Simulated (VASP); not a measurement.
Input of a VASP 6.6.1 run:

The input INCAR:

```
SYSTEM = SnB17N18
PREC = Accurate
ENCUT = 520
EDIFF = 1E-6
ISMEAR = 0
SIGMA = 0.01
LREAL = Auto
LASPH = .True.
NELM = 120
ALGO = Normal
ISIF = 2
LWAVE = .False.
LCHARG = .False.
GGA = PE
NELECT = 154.0
NBANDS = 102
GGA_COMPAT = .False.
ISYM = -1
```

KPOINTS

```
explicit points
1
Reciprocal
  0.25000000   0.25000000   0.25000000 1
```

Contents of POSCAR:

```
SnB17N18
1.0
    7.4650312809      0.0000000000      0.0000000000
   -3.7325156404      6.4649067293      0.0000000000
    0.0000000000      0.0000000000      6.4954828800
B N Sn
17 18 1
Direct
    0.1051941677      0.2094750439      0.2430497234
    0.2230744257      0.1188356215      0.7965516039
    0.1068207978      0.5439399713      0.2421259435
    0.2221502823      0.4594978907      0.7647012501
    0.1062167472      0.8754873706      0.2484709508
    0.2292904710      0.7909786349      0.8079769774
    0.4360233607      0.2028397940      0.2358528308
    0.5626964422      0.1187169971      0.7996075901
    0.4360489702      0.5464027966      0.2326888144
    0.4387132870      0.8753264524      0.2481972691
    0.5589081418      0.7945226552      0.7439788619
    0.7737086075      0.2095014741      0.2433505132
    0.8942923543      0.1216613100      0.7572306570
    0.7800692466      0.5467105957      0.2319108942
    0.9053035744      0.4596489398      0.7671387966
    0.7733387109      0.8771296458      0.2374481016
    0.9026702809      0.7949029177      0.7455537316
    0.1175670710      0.2342923853      0.7631177350
    0.2164749287      0.0987156707      0.2495297762
    0.1190396280      0.5683818991      0.8187300376
    0.2167990640      0.4322332619      0.2392964286
    0.1159376280      0.9001629451      0.8031393184
    0.2170067416      0.7656926914      0.2560820295
    0.4432265714      0.2197778351      0.8145556850
    0.5505570102      0.0985647549      0.2493308572
    0.4266868198      0.5842406427      0.6921526159
    0.5505052944      0.4322268148      0.2516051989
    0.4524543720      0.8999242064      0.8027244924
    0.5503525110      0.7657456647      0.2355565170
    0.7843211068      0.2342805682      0.7668910820
    0.8836085746      0.0989000916      0.2444023600
    0.8261824560      0.5848759265      0.6970720391
    0.8837844670      0.4321743998      0.2390057228
    0.7833251854      0.8991401363      0.7379798236
    0.8839731519      0.7659893271      0.2353278252
    0.5476468278      0.4253828772      0.5902224421
```

Potentials or basis: VASP PAW PBE potentials, release 64 (B, N, Sn_d).

Command:

```bash
$ cat potpaw_PBE.64/B/POTCAR potpaw_PBE.64/N/POTCAR potpaw_PBE.64/Sn_d/POTCAR > POTCAR
$ mpirun -np 1 vasp_std > vasp.out
```

**Question.** Estimate the largest force.

**Answer.** 0.095 eV/Å.

Forces on the atoms (eV/Å):
```
B    0.000 -0.003  0.000
B   -0.005  0.006  0.010
B    0.000  0.001 -0.001
B    0.010 -0.005 -0.007
B    0.000  0.001 -0.001
B   -0.003 -0.004  0.010
B   -0.002 -0.032 -0.009
B    0.010  0.004  0.015
B   -0.029  0.013 -0.011
B   -0.001 -0.001 -0.001
B    0.016 -0.006 -0.006
B   -0.001 -0.005 -0.005
B   -0.003  0.007 -0.014
B    0.024  0.014  0.000
B   -0.015 -0.004 -0.004
B   -0.002  0.002  0.006
B   -0.011 -0.004 -0.015
N    0.000 -0.004  0.004
N    0.001  0.004  0.000
N    0.001  0.002  0.016
N    0.006  0.001  0.000
N    0.003  0.004  0.004
N   -0.001 -0.001  0.003
N    0.000  0.002 -0.011
N   -0.001  0.006  0.002
N    0.019 -0.024 -0.031
N   -0.001 -0.005  0.017
N   -0.006  0.008  0.001
N    0.003 -0.007 -0.004
N   -0.001 -0.002  0.000
N   -0.001  0.003 -0.001
N   -0.018 -0.023 -0.023
N   -0.007  0.000 -0.001
N    0.001 -0.011  0.003
N   -0.004 -0.008 -0.006
Sn   0.016  0.071  0.060
```

Caveat: the cell carries a net charge on a neutralising background, which shifts energy and pressure.
